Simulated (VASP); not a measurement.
Input of a VASP 6.6.1 run:

File INCAR:

```
SYSTEM = Al30Cu
PREC = Accurate
ENCUT = 520
EDIFF = 1E-6
ISMEAR = 0
SIGMA = 0.15
LREAL = Auto
LASPH = .TRUE.
NELM = 120
ALGO = Normal
ISIF = 2
LWAVE = .FALSE.
LCHARG = .TRUE.
GGA = PE
LELF = .TRUE.
LVHAR = .TRUE.
NBANDS = 72
GGA_COMPAT = .FALSE.
```

File KPOINTS:

```
Automatic mesh
0
G
  3 3 3
  0 0 0
```

Contents of POSCAR:

```
Al30Cu
1.0
    8.1000000000      0.0000000000      0.0000000000
    0.0000000000      8.1000000000      0.0000000000
    0.0000000000      0.0000000000      8.1000000000
Al Cu
30 1
Direct
    0.5025017284      0.0002730864      0.0022576543
    0.7500000000      0.2475627160      0.0024372840
   -0.0025017284      0.0002730864      0.0022576543
    0.2500000000      0.2510023457     -0.0010023457
    0.4987902469      0.5005264198     -0.0006930864
    0.7500000000      0.7529218519      0.0018137037
    0.2500000000     -0.0001933333      0.2501933333
    0.5025017284      0.2477423457      0.2497269136
    0.7500000000      0.5033687654      0.2537424691
    0.5110303704     -0.0040398765      0.4949993827
    0.7500000000      0.2481862963      0.4970781481
    0.7500000000     -0.0037424691      0.7466312346
    0.0012097531      0.5005264198     -0.0006930864
    0.2500000000      0.7490143210     -0.0006301235
   -0.0025017284      0.2477423457      0.2497269136
    0.2500000000      0.5017850617      0.2505806173
    0.5110303704      0.7550006173      0.2540398765
   -0.0110303704     -0.0040398765      0.4949993827
    0.2500000000      0.2506301235      0.5009856790
    0.5007856790      0.5033165432      0.5014487654
    0.2500000000     -0.0005806173      0.7482149383
    0.4987902469      0.2506930864      0.7494735802
    0.7500000000      0.5004437037      0.7495562963
   -0.0110303704      0.7550006173      0.2540398765
   -0.0007856790      0.5033165432      0.5014487654
    0.2500000000      0.7495554321      0.5004445679
    0.0012097531      0.2506930864      0.7494735802
    0.2500000000      0.5004139506      0.7495860494
    0.5007856790      0.7485512346      0.7466834568
   -0.0007856790      0.7485512346      0.7466834568
    0.7500000000     -0.2544949383      0.5044949383
```

Potentials or basis: VASP PAW PBE potentials, release 64 (Al, Cu).

Run with:

```sh
$ cat potpaw_PBE.64/Al/POTCAR potpaw_PBE.64/Cu/POTCAR > POTCAR
$ mpirun -np 1 vasp_std > vasp.out
```

(1) Estimate the largest force.

(2) Predict the band gap on the k mesh.

Results:

(1) 0.015 eV/Å.

(2) zero (an odd number of electrons rules out a gap without spin polarisation).
